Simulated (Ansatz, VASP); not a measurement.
## Two plane-wave programs on ScB2N3

INCAR

```
SYSTEM = ScB2N3
ALGO = Normal ; EDIFF = 1E-6
EDIFFG = -0.01 ; ENCUT = 600
GGA = PE ; IBRION = 2
ISIF = 3 ; ISMEAR = 0
LASPH = .TRUE. ; LCHARG = .FALSE.
LREAL = .FALSE. ; LWAVE = .FALSE.
NELM = 80 ; NSW = 100
PREC = Accurate ; SIGMA = 0.02
```

File KPOINTS:

```
k-points
0
G
  6 6 10
  0 0 0
```

POSCAR

```
ScB2N3
1.0
    4.5605629663      0.0000000000      0.0000000000
   -2.2802814831      3.9495633843      0.0000000000
    0.0000000000      0.0000000000      3.0996995591
Sc B N
1 2 3
Direct
    0.0000000000      0.0000000000      0.5000000000
    0.3333333333      0.6666666667      0.0000000000
    0.6666666667      0.3333333333      0.0000000000
    0.3587171110      0.0000000000      0.0000000000
    0.0000000000      0.3587171110      0.0000000000
    0.6412828890      0.6412828890      0.0000000000
```

Input for Ansatz:

```yaml
crystal:
  lattice:
    - [4.5605629663, 0.0, 0.0]
    - [-2.2802814831, 3.9495633843, 0.0]
    - [0.0, 0.0, 3.0996995591]
  atoms:
    - { symbol: Sc, position: [0.0, 0.0, 0.5] }
    - { symbol: B, position: [0.3333333333, 0.6666666667, 0.0] }
    - { symbol: B, position: [0.6666666667, 0.3333333333, 0.0] }
    - { symbol: "N", position: [0.358717111, 0.0, 0.0] }
    - { symbol: "N", position: [0.0, 0.358717111, 0.0] }
    - { symbol: "N", position: [0.641282889, 0.641282889, 0.0] }
basis:
  ecutwfc: 420
kpoints:
  mp_grid: { grid: [6, 6, 10] }
hamiltonian:
  xc: pbe
scf:
  occupations: { method: gaussian, width: 0.02 }
output:
  forces: true
  stress: true
  eigenvalues: true
  write_density: true
  write_potential: true
  elf: true
  volumetric_format: npy
relax:
  adjacent_minimum: "off"
  f_tol: 0.01
  max_steps: 80
  cell: { stress_tol: 0.05 }
```

Alike in both runs: task relaxation of cell and atoms; functional PBE; k mesh 6 × 6 × 10; occupations gaussian, width 0.02 eV; no spin polarisation.

|  | VASP | Ansatz |
| --- | --- | --- |
| version | VASP 6.6.1 | Ansatz 0.2.0 |
| potentials or method | VASP PAW PBE potentials, release 64 (Sc_sv, B, N), cutoff 600 eV | scalar-relativistic, plane waves, PAW |
| valence electrons in the cell | 32 | 32 |

Ansatz gave:

* gap on the k mesh at the Fermi level, each at its own relaxed structure (eV): 1.46
* relaxed volume (Å³/atom): 9.31
* relaxed cell length with the largest relative difference (Å): 3.100

Q: Estimate VASP's values.

A: gap on the k mesh at the Fermi level, each at its own relaxed structure (eV): 1.46; relaxed volume (Å³/atom): 9.32; relaxed cell length with the largest relative difference (Å): 3.102.
